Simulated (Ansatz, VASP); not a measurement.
Two plane-wave programs on Na

```
Na
1.0
     3.19665   -1.85655    0.00000
     3.19665    1.85655    0.00000
    -2.17445    0.00000    9.36485
Na
3
Direct
  0.00000 0.00000 0.00000
  0.22242 0.22242 0.66668
  0.77758 0.77758 0.33332
```

Alike in both runs: task single point; functional PBE; k mesh 4 × 4 × 2; no spin polarisation.

|  | VASP | Ansatz |
| --- | --- | --- |
| version | VASP 6.6.1 | Ansatz 0.2.0 |
| potentials or method | VASP PAW PBE potentials, release 64 (Na_pv), cutoff 500 eV | scalar-relativistic, plane waves, PAW |
| occupations | fermi-dirac, width 0.00861733 eV | fermi-dirac |
| valence electrons in the cell | 21 | 27 |

|  | VASP | Ansatz | Ansatz less VASP |
| --- | --- | --- | --- |
| gap on the k mesh at the Fermi level (eV) | none | none | - |
| pressure (GPa) | 0.1 | 0.1 | +0.01 |
| traceless stress, the component that is largest in VASP (GPa) | 0.71 | 0.71 | 0.000 |

A gap of «none» marks a metal or a gap that the smearing closes. VASP's potentials hold 21 valence electrons a cell and Ansatz's 27, so a difference there can come from the potentials and not from the codes.

The k mesh is coarse, so the values compare programs but aren't converged.
